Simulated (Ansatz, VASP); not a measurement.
**One calculation of Ta, two programs**

```
CELL_PARAMETERS angstrom
-1.39589 1.39589 2.38688
1.39589 -1.39589 2.38688
1.39589 1.39589 -2.38688
ATOMIC_POSITIONS crystal
Ta 0.00000 0.00000 0.00000
```

Alike in both runs: functional PBE; k mesh 26 × 26 × 26; occupations gaussian, width 0.1 eV; no spin polarisation.

Ansatz relaxed the structure, and its values are those at the end. VASP's run is a single point on that final structure, the one shown.

|  | VASP | Ansatz |
| --- | --- | --- |
| version | VASP 6.6.1 | Ansatz 0.2.0 |
| potentials or method | VASP PAW PBE potentials, release 64 (Ta_pv), cutoff 520 eV | scalar-relativistic, plane waves, PAW |
| valence electrons in the cell | 11 | 13 |

|  | VASP | Ansatz | Ansatz less VASP |
| --- | --- | --- | --- |
| gap on the k mesh at the Fermi level (eV) | none | none | - |
| pressure (GPa) | 0.1 | 0.0 | -0.06 |

A gap of «none» marks a metal or a gap that the smearing closes. VASP's potentials hold 11 valence electrons a cell and Ansatz's 13, so a difference there can come from the potentials and not from the codes.

Spin-orbit coupling is off throughout.
